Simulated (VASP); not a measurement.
**InSb: single point with PBEsol**

The system is InSb.

```xyz
2
Lattice="2.9755 0.0000 0.0000 0.0000 3.0362 0.0000 0.0000 0.0000 5.9744" Properties=species:S:1:pos:R:3 pbc="T T T"
In    0.0000    0.0000    0.0000
Sb    0.0000    0.0000    2.9872
```

This cell differs from its parent crystal: normal strain along x -0.0200, normal strain along z -0.0200.

```json
{
 "Program": "VASP 6.6.1",
 "Task": "single point",
 "Functional": "PBEsol",
 "Potentials or basis": "VASP PAW PBE potentials, release 64 (In_d, Sb)",
 "Cutoff": "500 eV",
 "k mesh": "14 × 14 × 8",
 "Occupations": "gaussian, width 0.15 eV",
 "Spin": "no spin polarisation",
 "Dipole correction": "no",
 "Further INCAR settings": "ALGO = Normal; EDIFF = 1e-06; NBANDS = 16"
}
```

```json
{"Pressure": "2.3 GPa", "Band gap on the k mesh": "zero (bands 9 and 10 overlap by 5.96 eV)"}
```

Stress tensor (GPa, compression positive):
```
2.61 0.00 0.00
0.00 1.38 0.00
0.00 0.00 2.96
```

Levels at points of the mesh, in eV from the Fermi level:
```
           k point  band 6  band 7  band 8  band 9  band 10  band 11  band 12  band 13
(0.00, 0.00, 0.00)  -12.09   -7.00   -5.06    4.12     4.75     5.78     7.89     8.78
(0.50, 0.00, 0.00)   -8.97   -5.51   -3.00   -2.44    -1.72     2.86     6.66     8.80
(0.00, 0.50, 0.00)   -9.27   -5.46   -3.31   -2.66    -1.72     2.78     7.06     8.55
(0.50, 0.50, 0.00)   -5.94   -3.29   -2.99   -0.16     0.93     1.16     1.21     2.54
(0.00, 0.00, 0.50)  -11.93   -8.61   -0.76    0.24     4.36     4.99     7.95     8.07
(0.50, 0.00, 0.50)   -8.92   -5.17   -4.91   -2.70     2.25     3.45     5.93     6.79
(0.00, 0.50, 0.50)   -9.22   -5.19   -5.11   -2.73     2.00     3.20     5.89     6.73
(0.50, 0.50, 0.50)   -5.95   -3.03   -2.72   -1.57     0.08     0.29     2.86     4.58
```

It took 4.2 min on 1 thread of Intel Xeon 8259CL, with other jobs on the host, peak memory 0.39 GiB.

Caveat: the cell differs from its parent crystal (normal strain along x -0.0200, normal strain along z -0.0200); the PAW data sets were made with another functional, which shifts forces and pressure a little; spin-orbit coupling is left out, which moves the levels of the heavy elements.
